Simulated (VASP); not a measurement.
Set up this calculation in VASP 6.6.1, as the native input.

| Quantity | Value |
| --- | --- |
| Task | relaxation of cell and atoms |
| Functional | r2SCAN |
| Dispersion | D3(BJ) |
| Potentials or basis | VASP PAW PBE potentials, release 64 (Al) |
| Cutoff | 600 eV |
| k mesh | 9 × 9 × 9 |
| Occupations | fermi-dirac, width 0.05 eV |
| Spin | no spin polarisation |
| Dipole correction | no |
| Further INCAR settings | ALGO = Normal; EDIFF = 1e-06; IBRION = 2; EDIFFG = -0.01; NSW = 60; ISIF = 3 |

The system is Al.

```
Al
1.0
    -1.57186    1.63240    1.64651
     1.52955   -1.61567    1.58747
     1.55531    1.59912   -1.62978
Al
1
Direct
  0.05543 0.00941 0.06817
```

This cell differs from its parent crystal: the cell strained at random.

These files were run (other wordings do the same):

POSCAR

```
Al
1.0
   -1.5718610000      1.6324010000      1.6465090000
    1.5295530000     -1.6156710000      1.5874700000
    1.5553130000      1.5991230000     -1.6297790000
Al
1
Direct
    0.0554330000      0.0094120000      0.0681690000
```

INCAR.step1

```
SYSTEM = Al
PREC = Accurate
ENCUT = 600
ISMEAR = -1
SIGMA = 0.05
LREAL = .FALSE.
LASPH = .TRUE.
NELM = 100
GGA = PE
ALGO = Normal
EDIFF = 1E-4
LWAVE = .TRUE.
LCHARG = .FALSE.
```

INCAR.step2

```
SYSTEM = Al
PREC = Accurate
ENCUT = 600
EDIFF = 1E-6
ISMEAR = -1
SIGMA = 0.05
LREAL = .FALSE.
LASPH = .TRUE.
NELM = 100
ALGO = Normal
ISIF = 3
LWAVE = .FALSE.
LCHARG = .FALSE.
METAGGA = R2SCAN
LMIXTAU = .TRUE.
IVDW = 12
VDW_S6 = 1.0
VDW_S8 = 0.78981345
VDW_A1 = 0.49484001
VDW_A2 = 5.73083694
IBRION = 2
NSW = 60
EDIFFG = -0.01
ISTART = 1
```

KPOINTS

```
Automatic mesh
0
G
  9 9 9
  0 0 0
```

Potentials or basis: VASP PAW PBE potentials, release 64 (Al).

Launch:

```bash
$ cat potpaw_PBE.64/Al/POTCAR > POTCAR
$ cp INCAR.step1 INCAR
$ mpirun -np 1 vasp_std > vasp.out
$ cp INCAR.step2 INCAR
$ mpirun -np 1 vasp_std > vasp.out
```

It gave:

```yaml
Relaxed_volume: 15.67 Å³/atom
Relaxed_cell: a = 2.847 Å, b = 2.784 Å, c = 2.866 Å, α = 121.78°, β = 119.77°, γ = 89.99°
Space_group_after_relaxing_to_0.1_Å: R-3m (No. 166)
Energy_gained_by_relaxing: 91.9 meV/atom
Ionic_steps: 44
Pressure_after_relaxing: 0.0 GPa
Band_gap_on_the_k_mesh: zero (an odd number of electrons rules out a gap without spin polarisation)
Dispersion_energy_per_atom: -0.168 eV
```

Caveat: the cell differs from its parent crystal (the cell strained at random); the PAW data sets were made with another functional, which shifts forces and pressure a little.

Run time: 21 min on 1 thread of Intel(R) Xeon(R) Platinum 8488C (Sapphire Rapids), with other jobs on the host, peak memory 0.18 GiB.
